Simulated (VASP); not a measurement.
Write the native input for VASP 6.6.1 that does the following.

- Task: electric field gradients
- Functional: PBEsol
- Potentials or basis: VASP PAW PBE potentials, release 64 (K_sv)
- Cutoff: 520 eV
- k mesh: 10 × 10 × 10
- Occupations: fermi-dirac, width 0.08 eV
- Spin: no spin polarisation
- Dipole correction: no
- Further INCAR settings: ALGO = Normal; EDIFF = 1e-08; NBANDS = 10

The structure of K lies in POSCAR:

```
K
1.0
   -2.6524513192      2.6524513192      2.6524513192
    2.6524513192     -2.6524513192      2.6524513192
    2.6524513192      2.6524513192     -2.6524513192
K
1
Direct
    0.0000000000      0.0000000000      0.0000000000
```

One way to write it, as run:

INCAR

```
SYSTEM = K
  PREC = Accurate
  ENCUT = 520
  EDIFF = 1E-8
  ISMEAR = -1
  SIGMA = 0.08
  LREAL = .False.
  LASPH = .True.
  NELM = 100
  ALGO = Normal
  ISIF = 2
  LWAVE = .False.
  LCHARG = .False.
  GGA = PS
  LEFG = .True.
  NBANDS = 10
```

KPOINTS

```
Automatic mesh
0
Gamma
  10 10 10
  0 0 0
```

Potentials or basis: VASP PAW PBE potentials, release 64 (K_sv).

The run is started by

```console
$ cat potpaw_PBE.64/K_sv/POTCAR > POTCAR
$ mpirun -np 1 vasp_std > vasp.out
```

It gave:

```yaml
Pressure: -0.2 GPa
Band_gap_on_the_k_mesh: zero (an odd number of electrons rules out a gap without spin polarisation)
Largest_electric_field_gradient_by_atom: zero within the noise of the run
```

Caveat: the PAW data sets were made with another functional, which shifts forces and pressure a little.

Wall time 13 s on 1 thread of Intel(R) Xeon(R) 6975P-C (Granite Rapids), on a shared host, peak memory 0.2 GiB.
